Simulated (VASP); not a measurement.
## SnO: single point with PBEsol

The system is SnO.

```
Sn O
1.0
     3.72919    0.00000    0.00000
     0.00000    3.72919    0.00000
     0.00000    0.00000    4.81047
Sn O
2 2
Direct
  0.00000 0.50000 0.24240
  0.50000 0.00000 0.75760
  0.50000 0.50000 0.00000
  0.00000 0.00000 0.00000
```

This cell differs from its parent crystal: biaxial strain in the a-b plane: -2.0 %.

* Program: VASP 6.6.1
* Task: single point
* Functional: PBEsol
* Potentials or basis: VASP PAW PBE potentials, release 64 (Sn_d, O)
* Cutoff: 520 eV
* k mesh: 14 × 14 × 12
* Occupations: gaussian, width 0.1 eV
* Spin: no spin polarisation

- Pressure: 3.7 GPa
- Largest force: 0.369 eV/Å
- Band gap on the k mesh: zero (bands 20 and 21 overlap by 0.36 eV)

Forces on the atoms (eV/Å):
```
Sn   0.000  0.000  0.369
Sn   0.000  0.000 -0.369
O    0.000  0.000  0.000
O    0.000  0.000  0.000
```

Stress tensor (GPa, compression positive):
```
4.75 0.00 0.00
0.00 4.75 0.00
0.00 0.00 1.56
```

Levels at points of the mesh, in eV from the Fermi level:
```csv
k point,band 16,band 17,band 18,band 19,band 20,band 21,band 22,band 23,band 24,band 25
"(0.00, 0.00, 0.00)",-6.71,-3.83,-3.39,-3.39,0.05,2.19,4.25,4.54,4.54,5.62
"(0.50, 0.00, 0.00)",-5.48,-5.19,-5.19,-3.11,-3.11,3.10,3.10,5.90,5.90,6.11
"(0.50, 0.50, 0.00)",-5.63,-2.70,-2.70,-2.11,-2.11,-0.31,-0.31,4.12,4.12,7.19
"(0.00, 0.00, 0.50)",-3.90,-3.41,-3.41,-3.10,-2.68,1.68,2.72,2.72,3.71,7.69
"(0.50, 0.00, 0.50)",-5.91,-5.15,-5.15,-2.02,-2.02,2.45,2.45,5.37,5.37,6.78
"(0.50, 0.50, 0.50)",-6.12,-2.95,-2.95,-2.71,-2.71,2.02,2.02,3.94,3.94,5.62
```

Wall time 6.5 min on 1 thread of Intel Xeon 8259CL (shared host), peak memory 0.46 GiB.

Caveat: the cell differs from its parent crystal (biaxial strain in the a-b plane: -2.0 %); the cell stands under pressure; semilocal functionals underestimate gaps, and a narrow one can read as zero; the PAW data sets were made with another functional, which shifts forces and pressure a little; spin-orbit coupling is left out, which moves the levels of the heavy elements.
